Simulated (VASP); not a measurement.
Cd: single point with LDA

The system is Cd.

```
CELL_PARAMETERS angstrom
0.00000 2.21815 2.21815
2.21815 0.00000 2.21815
2.21815 2.21815 0.00000
ATOMIC_POSITIONS crystal
Cd 0.00000 0.00000 0.00000
```

This isn't the form of Cd at room conditions, which is hcp.

- Program: VASP 6.6.1
- Task: single point
- Functional: LDA
- Potentials or basis: VASP PAW LDA potentials, release 64 (Cd)
- Cutoff: 520 eV
- k mesh: 20 × 20 × 20
- Occupations: gaussian, width 0.15 eV
- Spin: no spin polarisation

```json
{
  "Pressure": "-4.5 GPa",
  "Band gap on the k mesh": "zero (bands 6 and 7 overlap by 3.31 eV)"
}
```

Levels at points of the mesh, in eV from the Fermi level:
```csv
k point,band 3,band 4,band 5,band 6,band 7,band 8,band 9,band 10
"(0.00, 0.00, 0.00)",-9.05,-8.79,-8.59,-8.59,14.01,14.88,14.88,14.88
"(0.50, 0.00, 0.00)",-9.04,-8.21,-8.21,-2.29,-1.34,12.44,12.44,13.12
"(0.50, 0.50, 0.00)",-8.23,-8.11,-8.11,-0.80,1.36,6.74,6.74,11.18
```

Run time: 54 s on 1 thread of AMD EPYC 7R43 64-Core Processor (Zen 3), with other jobs on the host, peak memory 0.14 GiB.

Caveat: the cell stands under tension.
